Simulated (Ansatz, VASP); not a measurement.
# Pt in VASP and in Ansatz

```
Pt
1.0
    -1.56348    1.56348    1.56348
     1.56348   -1.56348    1.56348
     1.56348    1.56348   -1.56348
Pt
1
Cartesian
  0.0000 0.0000 0.0000
```

Alike in both runs: task relaxation of cell and atoms; functional PBEsol; k mesh 24 × 24 × 24; occupations gaussian, width 0.1 eV; no spin polarisation.

|  | VASP | Ansatz |
| --- | --- | --- |
| version | VASP 6.6.1 | Ansatz 0.2.0 |
| potentials or method | VASP PAW PBE potentials, release 64 (Pt), cutoff 600 eV | scalar-relativistic, plane waves, PAW |
| valence electrons in the cell | 10 | 18 |

|  | VASP | Ansatz | Ansatz less VASP |
| --- | --- | --- | --- |
| gap on the k mesh at the Fermi level, each at its own relaxed structure (eV) | none | none | - |
| relaxed volume (Å³/atom) | 15.19 | 15.21 | +0.017 |
| relaxed cell length with the largest relative difference (Å) | 2.702 | 2.703 | +0.0010 |

VASP's potentials were made for PBE, not for PBEsol. A gap of «none» marks a metal or a gap that the smearing closes. VASP's potentials hold 10 valence electrons a cell and Ansatz's 18, so a difference there can come from the potentials and not from the codes.

Spin-orbit coupling is off throughout.
